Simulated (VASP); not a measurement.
# Ru (P6_3/mmc) in VASP: notebook

Ru is run at these levels: PBEsol; tasks: single point.

Everything below comes from runs of VASP 6.6.1. Logs are shortened: lines on timing, memory, paths and dates and some standing lists are left out, and cuts for length are marked.

## (1) The cell of the first run

Symmetry: P6_3/mmc, No. 194, hexagonal system. The conventional cell has a = 2.733 Å, b = 2.733 Å, c = 4.251 Å, α = 90.00°, β = 90.00°, γ = 120.00°. Within 3.5 Å of Ru (site symmetry -6m2) lie 12 Ru at 2.65 to 2.73 Å.

## (2) Single point, PBEsol (volume 13.747 Å^3 an atom, c/a of the conventional cell 1.5558)

INCAR

```
PREC = Accurate
ENCUT = 520
EDIFF = 1E-7
ISMEAR = 0
SIGMA = 0.15
LREAL = False
LASPH = True
NELM = 60
ALGO = Fast
ISIF = 2
LWAVE = False
LCHARG = True
GGA = PS
LELF = True
LVHAR = True
NBANDS = 21
```

KPOINTS

```
Automatic mesh
0
Gamma
  21 21 12
```

POSCAR

```
Ru
1.0
    2.7326531420      0.0000000000      0.0000000000
   -1.3663265710      2.3665470408      0.0000000000
    0.0000000000      0.0000000000      4.2514617584
Ru
2
Direct
    0.3333333333      0.6666666667      0.2500000000
    0.6666666667      0.3333333333      0.7500000000
```

Potentials or basis: VASP PAW PBE potentials, release 64 (Ru_pv).

Launch:

```bash
$ cat potpaw_PBE.64/Ru_pv/POTCAR > POTCAR
$ mpirun -np 1 vasp_std > vasp.out
```

OUTCAR:

```text
PREC = Accurate
   ENCUT = 520
   EDIFF = 1E-7
   ISMEAR = 0
   LREAL = False
   LASPH = True
   NELM = 60
   ISIF = 2
   GGA = PS

 ion  position               nearest neighbor table
   1  0.333  0.667  0.250-   2 2.65   2 2.65   2 2.65   2 2.65   2 2.65   2 2.65
   2  0.667  0.333  0.750-   1 2.65   1 2.65   1 2.65   1 2.65   1 2.65   1 2.65

  LATTYP: Found a hexagonal cell.
 ALAT       =     2.7326531420
 C/A-ratio  =     1.5558000000

  Lattice vectors:

 A1 = (   2.7326531420,   0.0000000000,   0.0000000000)
 A2 = (  -1.3663265710,   2.3665470408,   0.0000000000)
 A3 = (   0.0000000000,   0.0000000000,   4.2514617584)

Analysis of symmetry for initial positions (statically):
=====================================================================
 Subroutine PRICEL returns:
 Original cell was already a primitive cell.

 Routine SETGRP: Setting up the symmetry group for a
 hexagonal supercell.

 Subroutine GETGRP returns: Found 24 space group operations
 (whereof 12 operations were pure point group operations)
 out of a pool of 24 trial point group operations.

The static configuration has the point symmetry D_3d.
 The point group associated with its full space group is D_6h.

Analysis of symmetry for dynamics (positions and initial velocities):
=====================================================================
 Subroutine PRICEL returns:
 Original cell was already a primitive cell.

 Routine SETGRP: Setting up the symmetry group for a
 hexagonal supercell.

 Subroutine GETGRP returns: Found 24 space group operations
 (whereof 12 operations were pure point group operations)
 out of a pool of 24 trial point group operations.

The dynamic configuration has the point symmetry D_3d.
 The point group associated with its full space group is D_6h.

 Subroutine INISYM returns: Found 24 space group operations
 (whereof 12 operations are pure point group operations),
 and found     1 'primitive' translations

----------------------------------------------------------------------------------------

                                     Primitive cell

  volume of cell :      27.4940

  direct lattice vectors                    reciprocal lattice vectors
     2.732653142  0.000000000  0.000000000     0.365944724  0.211278285  0.000000000
    -1.366326571  2.366547041  0.000000000     0.000000000  0.422556570  0.000000000
     0.000000000  0.000000000  4.251461758     0.000000000  0.000000000  0.235213218

  length of vectors
     2.732653142  2.732653142  4.251461758     0.422556570  0.422556570  0.235213218

  position of ions in fractional coordinates (direct lattice)
     0.333333333  0.666666667  0.250000000
     0.666666667  0.333333333  0.750000000

  ion indices of the primitive-cell ions
   primitive index   ion index
                 1           1
                 2           2

----------------------------------------------------------------------------------------

 KPOINTS: Automatic mesh

Automatic generation of k-mesh.
 Grid dimensions read from file:
 generate k-points for:   21   21   12

 Generating k-lattice:

  Cartesian coordinates                     Fractional coordinates (reciprocal lattice)
     0.017425939  0.010060871  0.000000000     0.047619048 -0.000000000  0.000000000
     0.000000000  0.020121741  0.000000000     0.000000000  0.047619048  0.000000000
     0.000000000  0.000000000  0.019601101     0.000000000  0.000000000  0.083333333

  Length of vectors
     0.020121741  0.020121741  0.019601101

  Shift w.r.t. Gamma in fractional coordinates (k-lattice)
     0.000000000  0.000000000  0.000000000

 Subroutine IBZKPT returns following result:
 ===========================================

 Found    336 irreducible k-points:

 Following reciprocal coordinates:
            Coordinates               Weight
  0.000000  0.000000  0.000000      1.000000
  0.047619 -0.000000  0.000000      6.000000
  0.095238 -0.000000  0.000000      6.000000
  0.142857 -0.000000  0.000000      6.000000
  0.190476 -0.000000  0.000000      6.000000
  0.238095 -0.000000  0.000000      6.000000
[... 16 lines left out ...]
  0.142857  0.095238  0.000000     12.000000
  0.190476  0.095238  0.000000     12.000000
 [... further k-points ...]
   k-points           NKPTS =    336   k-points in BZ     NKDIM =    336   number of bands    NBANDS=     21
   number of dos      NEDOS =    301   number of ions     NIONS =      2
   total plane-waves  NPLWV =  12800
   dimension x,y,z NGX =    20 NGY =   20 NGZ =   32
   dimension x,y,z NGXF=    40 NGYF=   40 NGZF=   64
   ions per type =               2
   NGX,Y,Z   is equivalent  to a cutoff of  12.17, 12.17, 12.51 a.u.
   NGXF,Y,Z  is equivalent  to a cutoff of  24.33, 24.33, 25.03 a.u.
 SYSTEM =  unknown system
   PREC   = accura    normal or accurate (medium, high low for compatibility)
   ISTART =      0    job   : 0-new  1-cont  2-samecut
   ICHARG =      2    charge: 1-file 2-atom 10-const
   ISPIN  =      1    spin polarized calculation?
   LNONCOLLINEAR =      F non collinear calculations
   LSORBIT =      F    spin-orbit coupling
   LASPH  =      T    aspherical Exc in radial PAW
   ENCUT  =  520.0 eV  38.22 Ry    6.18 a.u.   5.08  5.08  7.90*2*pi/ulx,y,z
   NELM   =     60;   NELMIN=  2; NELMDL= -5     # of ELM steps
   EDIFF  = 0.1E-06   stopping-criterion for ELM
   LREAL  =      F    real-space projection
   EDIFFG = 0.1E-05   stopping-criterion for IOM
   NSW    =      0    number of steps for IOM
   IBRION =     -1    ionic relax: 0-MD 1-quasi-New 2-CG
   NFREE  =      0    steps in history (QN), initial steepest desc. (CG)
   ISIF   =      2    stress and relaxation
   ISYM   =      2    0-nonsym 1-usesym 2-fastsym
   POTIM  = 0.5000    time-step for ionic-motion
   TEBEG  =    0.0;   TEEND  =   0.0 temperature during run
   PSTRESS=    0.0 pullay stress
   NELECT =      28.0000    total number of electrons
   NUPDOWN=      -1.0000    fix difference up-down
   EMIN   =  10.00;   EMAX   =-10.00  energy-range for DOS
   EFERMI =   0.00;   METHOD = LEGACY
   ISMEAR =     0;   SIGMA  =   0.15  broadening in eV -4-tet -1-fermi 0-gaus
   EFERMI_NEDOS =   21; number of points for ismear=-14 and -15
   IALGO  =     68    algorithm
   IMIX   =      4    mixing-type and parameters
     AMIX     =   0.40;   BMIX     =  1.00
     AMIX_MAG =   1.60;   BMIX_MAG =  1.00
  volume/ion in A,a.u.               =      13.75        92.77
  Fermi-wavevector in a.u.,A,eV,Ry     =   1.647081  3.112531 36.910901  2.712875
  Thomas-Fermi vector in A             =   2.736600
   LORBIT       =      0    0 simple, 1 ext, 2 COOP (PROOUT), +10 PAW based schemes
   GGA     = PS    functional components
   LHFCALC =     F    Hartree Fock is set to
   AEXX    =    0.0000 exact exchange contribution
   IVDW    =     0    specifies the selected vdW correction
   LEPSILON=     F    determine dielectric tensor
   LRPA    =     F    only Hartree local field effects (RPA)
 non-spin polarized calculation
 RMM-DIIS sequential band-by-band and
 Gauss-broadening in eV      SIGMA  =   0.15
  energy-cutoff  :      520.00
  volume of cell :       27.49
 maximum number of plane-waves:       758
   NGX = 11   NGY = 11   NGZ = 15

 number of electron      28.0000004 magnetization

 Free energy of the ion-electron system (eV)
  ---------------------------------------------------
  ext. energy  EPLUGINS =         0.00000000
  ---------------------------------------------------
  free energy    TOTEN  =       -20.31896265 eV

  energy without entropy =      -20.29921826  energy(sigma->0) =      -20.30909045

 E-fermi :  12.4854     XC(G=0): -14.2027

 val. band max:       12.4830475267   @ k =   0.2857   0.0952   0.0000
 cond. band min:      12.4930680995   @ k =   0.3810   0.0952   0.3333
 fundamental gap:      0.0100205728
 Fermi energy:        12.4854275949

 k-point     1 :       0.0000    0.0000    0.0000
  band No.  band energies     occupation
      1     -31.1073      2.00000
      2     -30.2030      2.00000
      3     -30.2030      2.00000
      4     -30.0232      2.00000
      5     -30.0232      2.00000
      6     -29.9635      2.00000
[... 13 lines left out ...]
     20      22.7658      0.00000
     21      22.9131      0.00000

 k-point     2 :       0.0476   -0.0000    0.0000
  band No.  band energies     occupation
      1     -31.0998      2.00000
      2     -30.2181      2.00000
      3     -30.2083      2.00000
      4     -30.0391      2.00000
      5     -30.0251      2.00000
      6     -29.9673      2.00000
[... 13 lines left out ...]
     20      22.7659      0.00000
     21      22.9057      0.00000

 k-point     3 :       0.0952   -0.0000    0.0000
  band No.  band energies     occupation
      1     -31.0775      2.00000
      2     -30.2620      2.00000
      3     -30.2236      2.00000
      4     -30.0851      2.00000
      5     -30.0308      2.00000
      6     -29.9788      2.00000
[... 13 lines left out ...]
     20      22.7658      0.00000
     21      22.8837      0.00000

 k-point     4 :       0.1429   -0.0000    0.0000
  band No.  band energies     occupation
      1     -31.0414      2.00000
      2     -30.3309      2.00000
      3     -30.2471      2.00000
      4     -30.1563      2.00000
      5     -30.0401      2.00000
      6     -29.9978      2.00000
[... 13 lines left out ...]
     20      22.7658      0.00000
     21      22.8521      0.00000

 k-point     5 :       0.1905   -0.0000    0.0000
  band No.  band energies     occupation
      1     -30.9930      2.00000
      2     -30.4188      2.00000
      3     -30.2762      2.00000
      4     -30.2453      2.00000
      5     -30.0526      2.00000
      6     -30.0243      2.00000
[... 13 lines left out ...]
     20      22.7657      0.00000
     21      22.8226      0.00000

 k-point     6 :       0.2381   -0.0000    0.0000
  band No.  band energies     occupation
      1     -30.9348      2.00000
      2     -30.5179      2.00000
      3     -30.3432      2.00000
      4     -30.3082      2.00000
      5     -30.0674      2.00000
      6     -30.0581      2.00000
[... 13 lines left out ...]
     20      22.7655      0.00000
     21      22.8025      0.00000

 k-point     7 :       0.2857   -0.0000    0.0000
  band No.  band energies     occupation
      1     -30.8694      2.00000
      2     -30.6193      2.00000
      3     -30.4412      2.00000
      4     -30.3402      2.00000
      5     -30.0983      2.00000
      6     -30.0831      2.00000
[... 13 lines left out ...]
     20      22.7831      0.00000
     21      25.1965      0.00000
[... 291 lines left out ...]
      1     -30.8650      2.00000
      2     -30.6709      2.00000
      3     -30.6508      2.00000
      4     -30.4239      2.00000
      5     -30.2534      2.00000
      6     -30.1338      2.00000
[... 13 lines left out ...]
     20      24.2556      0.00000
     21      25.0720      0.00000

 k-point    21 :       0.4762    0.0476    0.0000
  band No.  band energies     occupation
      1     -30.8800      2.00000
      2     -30.6839      2.00000
      3     -30.6319      2.00000
      4     -30.4289      2.00000
      5     -30.2685      2.00000
      6     -30.1365      2.00000
[... 13 lines left out ...]
     20      24.5391      0.00000
     21      24.8680      0.00000

 k-point    22 :       0.0952    0.0952    0.0000
  band No.  band energies     occupation
      1     -31.0203      2.00000
      2     -30.3558      2.00000
      3     -30.2906      2.00000
      4     -30.1701      2.00000
      5     -30.0552      2.00000
      6     -30.0092      2.00000
[... 13 lines left out ...]
     20      22.7657      0.00000
     21      22.8390      0.00000

 k-point    23 :       0.1429    0.0952    0.0000
  band No.  band energies     occupation
      1     -30.9729      2.00000
      2     -30.4295      2.00000
      3     -30.3542      2.00000
      4     -30.2216      2.00000
      5     -30.0748      2.00000
      6     -30.0358      2.00000
[... 13 lines left out ...]
     20      22.7656      0.00000
     21      22.8176      0.00000

 k-point    24 :       0.1905    0.0952    0.0000
  band No.  band energies     occupation
      1     -30.9157      2.00000
      2     -30.5187      2.00000
      3     -30.4236      2.00000
      4     -30.2753      2.00000
      5     -30.0952      2.00000
      6     -30.0695      2.00000
[... 13 lines left out ...]
     20      22.7654      0.00000
     21      22.8032      0.00000

 [... further k-points ...]

------------------------ aborting loop because EDIFF is reached ----------------------------------------

  FORCE on cell =-STRESS in cart. coord.  units (eV):
  Direction    XX          YY          ZZ          XY          YZ          ZX
  --------------------------------------------------------------------------------------
  -------------------------------------------------------------------------------------
  Total       -2.0264383     -2.0264383     -1.0661072      0.0000000      0.0000000      0.0000000
  in kB     -118.0880741   -118.0880741    -62.1260226      0.0000000      0.0000000      0.0000000
  external PRESSURE =     -99.4340569 kB  Pullay stress =       0.0000000 kB

 VOLUME and BASIS-vectors are now :
 -----------------------------------------------------------------------------
  energy-cutoff  :      520.00
  volume of cell :       27.49
      direct lattice vectors                 reciprocal lattice vectors
     2.732653142  0.000000000  0.000000000     0.365944724  0.211278285  0.000000000
    -1.366326571  2.366547041  0.000000000     0.000000000  0.422556570  0.000000000
     0.000000000  0.000000000  4.251461758     0.000000000  0.000000000  0.235213218

 POSITION                                       TOTAL-FORCE (eV/Angst)
 -----------------------------------------------------------------------------------
     -0.00000      1.57770      1.06287        -0.000000      0.000000      0.000000
      1.36633      0.78885      3.18860         0.000000     -0.000000      0.000000
 -----------------------------------------------------------------------------------
    total drift:                               -0.000000      0.000000     -0.000000

  FREE ENERGIE OF THE ION-ELECTRON SYSTEM (eV)
  ---------------------------------------------------
  free  energy   TOTEN  =       -20.3189626461 eV

  energy  without entropy=      -20.2992182554  energy(sigma->0) =      -20.30909045
```

It took 1.7 min on 1 thread of Intel Xeon Platinum 8375C at 2.90GHz (Ice Lake), shared host; peak memory 0.26 GiB.

What came out:

* Free energy: -20.3190 eV
* Pressure: -9.9 GPa
* Band gap on the k mesh: zero (band 14 reaches 13.95 eV, above the bottom of band 15 at 10.80 eV)

Stress tensor (GPa, compression positive):
```
-11.81   0.00   0.00
  0.00 -11.81   0.00
  0.00   0.00  -6.21
```

Levels at points of the mesh, in eV from the Fermi level:
| k point | band 10 | band 11 | band 12 | band 13 | band 14 | band 15 | band 16 | band 17 | band 18 | band 19 |
| --- | --- | --- | --- | --- | --- | --- | --- | --- | --- | --- |
| (0.00, 0.00, 0.00) | -2.59 | -2.24 | -1.88 | -1.88 | -1.51 | -1.51 | 1.16 | 1.16 | 1.41 | 10.20 |
| (0.00, 0.00, 0.50) | -2.79 | -2.79 | -2.79 | -2.62 | -2.62 | 0.54 | 0.54 | 0.54 | 0.54 | 10.28 |

Caveat: the PAW data sets were made with another functional, which shifts forces and pressure a little.

(Continued in part 2 of 2.)
